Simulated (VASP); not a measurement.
The system is SiO2.

```
Si O
1.0
    -2.46327    2.46327    3.64208
     2.46327   -2.46327    3.64208
     2.46327    2.46327   -3.64208
Si O
2 4
Cartesian
  0.0000 0.0000 0.0000
  0.0000 2.4633 1.8210
  1.2316 2.9520 2.7316
  0.4887 1.2316 0.9105
  -1.2316 1.9746 2.7316
  -0.4887 3.6949 0.9105
```

* Program: VASP 6.6.1
* Task: relaxation of cell and atoms
* Functional: PBEsol
* Potentials or basis: VASP PAW PBE potentials, release 64 (Si, O)
* Cutoff: 600 eV
* k mesh: 8 × 8 × 8
* Occupations: gaussian, width 0.01 eV
* Spin: no spin polarisation

At the start: pressure 4.2 GPa; volume 14.73 Å³/atom.

Question: How do energy, volume and symmetry change on relaxing?

Answer: Over 31 steps the energy falls by 4.8 meV/atom and the volume is 15.23 Å³/atom (+3.4 %); space group I-42d (No. 122, to 0.1 Å) before and after.

The path:
```tsv
step	energy change (eV)	largest force (eV/Å)	pressure (GPa)	volume (Å³)
1	0.0000	0.2682	4.17	88.40
2	0.0304	0.4054	-5.38	93.39
3	-0.0281	0.0185	-0.01	90.40
4	-0.0281	0.0133	0.08	90.36
5	-0.0281	0.0121	0.07	90.39
6	-0.0283	0.0103	0.06	90.48
7	-0.0285	0.0067	0.04	90.68
8	-0.0285	0.0003	0.00	91.06
9	-0.0285	0.0037	0.01	90.90
10	-0.0287	0.0046	-0.01	90.98
11	-0.0288	0.0105	-0.11	91.22
12	-0.0288	0.0046	0.12	91.16
13	-0.0289	0.0028	0.02	91.18
14	-0.0289	0.0013	0.03	91.20
15	-0.0289	0.0000	0.04	91.23
16	-0.0289	0.0026	0.06	91.30
17	-0.0289	0.0011	0.04	91.33
18	-0.0289	0.0014	0.00	91.37
19	-0.0289	0.0024	-0.02	91.38
20	-0.0289	0.0021	-0.03	91.38
21	-0.0289	0.0020	-0.02	91.37
22	-0.0289	0.0008	-0.01	91.37
23	-0.0289	0.0007	0.02	91.36
24	-0.0289	0.0003	0.02	91.36
25	-0.0289	0.0007	0.01	91.37
26	-0.0289	0.0008	0.01	91.37
27	-0.0289	0.0006	0.01	91.37
28	-0.0289	0.0005	0.01	91.37
29	-0.0289	0.0005	0.01	91.37
30	-0.0289	0.0003	0.01	91.37
31	-0.0289	0.0005	0.00	91.38
```

Final structure:
```yaml
crystal:
  lattice:
    - [-2.49400, 2.49400, 3.67266]
    - [2.49400, -2.49400, 3.67266]
    - [2.49400, 2.49400, -3.67266]
  atoms:
    - { symbol: Si, position: [0.00000, 0.00000, 0.00000] }
    - { symbol: Si, position: [0.75000, 0.25000, 0.50000] }
    - { symbol: O, position: [0.97072, 0.62500, 0.84572] }
    - { symbol: O, position: [0.37500, 0.22072, 0.34572] }
    - { symbol: O, position: [0.77928, 0.12500, 0.15428] }
    - { symbol: O, position: [0.87500, 0.02928, 0.65428] }
```

Caveat: the PAW data sets were made with another functional, which shifts forces and pressure a little.
